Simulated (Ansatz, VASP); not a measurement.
AlN: VASP beside Ansatz

```
Al N
1.0
     3.11100    0.00000    0.00000
    -1.55550    2.69421    0.00000
     0.00000    0.00000    4.97800
Al N
2 2
Direct
  0.34797 0.67738 0.00580
  0.68130 0.34405 0.50580
  0.33333 0.66667 0.38500
  0.66667 0.33333 0.88500
```

Change from the starting cell: all Al atoms moved +0.050 Å, as atom 1 along Cartesian [1 1 1].

Alike in both runs: task single point; functional PBE; k mesh 6 × 6 × 4; occupations gaussian, width 0.05 eV; no spin polarisation.

|  | VASP | Ansatz |
| --- | --- | --- |
| version | VASP 6.6.1 | Ansatz 0.2.0 |
| potentials or method | VASP PAW PBE potentials, release 64 (Al, N), cutoff 520 eV | scalar-relativistic, plane waves, PAW |
| valence electrons in the cell | 16 | 16 |

|  | VASP | Ansatz | Ansatz less VASP |
| --- | --- | --- | --- |
| gap on the k mesh at the Fermi level (eV) | 4.23 | 4.22 | -0.011 |
| least direct gap on the mesh (eV) | 4.23 | 4.22 | -0.011 |
| pressure (GPa) | 4.1 | 4.3 | +0.25 |
| traceless stress, the component that is largest in VASP (GPa) | 1.28 | 1.24 | -0.041 |
| rms of the force components (eV/Å) | 0.359 | 0.358 | -0.0010 |

Atom by atom the forces differ by 0.001 eV/Å (rms over components). With one functional, cell and mesh, what is left measures potentials, basis and numerics.
